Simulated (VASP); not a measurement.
# Li2O (Fm-3m) in VASP: a series of runs, part 2 of 2

VASP 6.6.1.

## 3. Electric field gradients, PBEsol (volume scaled by 1.02)

File INCAR:

```
ALGO = Normal
EDIFF = 1E-8
ENCUT = 650
GGA = PS
GGA_COMPAT = False
ISIF = 2
ISMEAR = -1
LASPH = True
LCHARG = False
LEFG = True
LREAL = False
LWAVE = False
NBANDS = 13
NELM = 120
PREC = Accurate
SIGMA = 0.03
```

File KPOINTS:

```
k-points
0
Gamma
  9 9 9
```

File POSCAR:

```
Li2O
1.0
    0.0000000000      2.3247951477      2.3247951477
    2.3247951477      0.0000000000      2.3247951477
    2.3247951477      2.3247951477      0.0000000000
Li O
2 1
Direct
    0.2500000000      0.2500000000      0.2500000000
    0.7500000000      0.7500000000      0.7500000000
    0.0000000000      0.0000000000      0.0000000000
```

Potentials or basis: VASP PAW PBE potentials, release 64 (Li_sv, O).

Run with:

```bash
> cat potpaw_PBE.64/Li_sv/POTCAR potpaw_PBE.64/O/POTCAR > POTCAR
> mpirun -np 1 vasp_std > vasp.out
```

OUTCAR:

```text
EDIFF = 1E-8
   ENCUT = 650
   GGA = PS
   ISIF = 2
   ISMEAR = -1
   LASPH = True
   LREAL = False
   NELM = 120
   PREC = Accurate

 ion  position               nearest neighbor table
   1  0.250  0.250  0.250-   3 2.01   3 2.01   3 2.01   3 2.01   2 2.32   2 2.32   2 2.32   2 2.32
                             2 2.32   2 2.32
   2  0.750  0.750  0.750-   3 2.01   3 2.01   3 2.01   3 2.01   1 2.32   1 2.32   1 2.32   1 2.32
                             1 2.32   1 2.32
   3  0.000  0.000  0.000-   2 2.01   2 2.01   2 2.01   1 2.01   2 2.01   1 2.01   1 2.01   1 2.01

  LATTYP: Found a face centered cubic cell.
 ALAT       =     4.6495902954

  Lattice vectors:

 A1 = (   0.0000000000,   2.3247951477,   2.3247951477)
 A2 = (   2.3247951477,   0.0000000000,   2.3247951477)
 A3 = (   2.3247951477,   2.3247951477,   0.0000000000)

Analysis of symmetry for initial positions (statically):
=====================================================================
 Subroutine PRICEL returns:
 Original cell was already a primitive cell.

[... 583 lines left out ...]
 -----------------------------------------------------------------------------------
      1.16240      1.16240      1.16240         0.000000      0.000000      0.000000
      3.48719      3.48719      3.48719        -0.000000     -0.000000     -0.000000
      0.00000      0.00000      0.00000        -0.000000     -0.000000     -0.000000
 -----------------------------------------------------------------------------------
    total drift:                                0.000000      0.000000      0.000000

  FREE ENERGIE OF THE ION-ELECTRON SYSTEM (eV)
  ---------------------------------------------------
  free  energy   TOTEN  =       -14.7447394384 eV

  energy  without entropy=      -14.7447394384  energy(sigma->0) =      -14.74473944

 Electric field gradients (V/A^2)
---------------------------------------------------------------------
 ion       V_xx      V_yy      V_zz      V_xy      V_xz      V_yz
---------------------------------------------------------------------
   1      -0.000    -0.000    -0.000    -0.000    -0.000    -0.000
   2      -0.000    -0.000    -0.000    -0.000    -0.000    -0.000
   3      -0.000    -0.000    -0.000     0.001     0.001     0.001
---------------------------------------------------------------------

 Electric field gradients after diagonalization (V/A^2)
 (convention: |V_zz| > |V_xx| > |V_yy|)
----------------------------------------------------------------------
 ion       V_xx      V_yy      V_zz     asymmetry (V_yy - V_xx)/ V_zz
----------------------------------------------------------------------
   1       0.000     0.000    -0.000       0.000
   2       0.000     0.000    -0.000       0.000
   3      -0.001    -0.001     0.002       0.000
----------------------------------------------------------------------

           NMR quadrupolar parameters

 Cq : quadrupolar parameter    Cq=e*Q*V_zz/h
 eta: asymmetry parameters     (V_yy - V_xx)/ V_zz
 Q  : nuclear electric quadrupole moment in mb (millibarn)
----------------------------------------------------------------------
 ion       Cq(MHz)       eta       Q (mb)
----------------------------------------------------------------------
   1      -0.000       0.000       1.000
   2      -0.000       0.000       1.000
   3       0.000       0.000       1.000
----------------------------------------------------------------------
```

stdout:

```text
POSCAR found type information on POSCAR LiO
 POSCAR found :  2 types and       3 ions
 scaLAPACK will be used
 -----------------------------------------------------------------------------
|                                                                             |
|                                                                             |
|     You enforced a specific xc type in the INCAR file but a different       |
|     I HOPE YOU KNOW WHAT YOU ARE DOING!                                     |
|                                                                             |
 -----------------------------------------------------------------------------

 LDA part: xc-table for (Slater+PW92), standard interpolation
 POSCAR, INCAR and KPOINTS ok, starting setup
 FFT: planning ... GRIDC
 FFT: planning ... GRID_SOFT
 FFT: planning ... GRID
 WAVECAR not read
 entering main loop
ion   1

ion   2

ion   3
```

Wall time 16 s (1 thread of Intel Xeon Platinum 8259CL at 2.50GHz (Skylake/Cascade Lake), shared host); peak memory 0.15 GiB.

What came out:

* Free energy: -14.7447 eV
* Pressure: -3.7 GPa
* Band gap on the k mesh: 4.88 eV, indirect (least direct gap 5.02 eV)

Caveat: without QUAD_EFG the Cq values of the log hold for a quadrupole moment of 1 mb, not for the nuclei; the PAW data sets were made with another functional, which shifts forces and pressure a little.
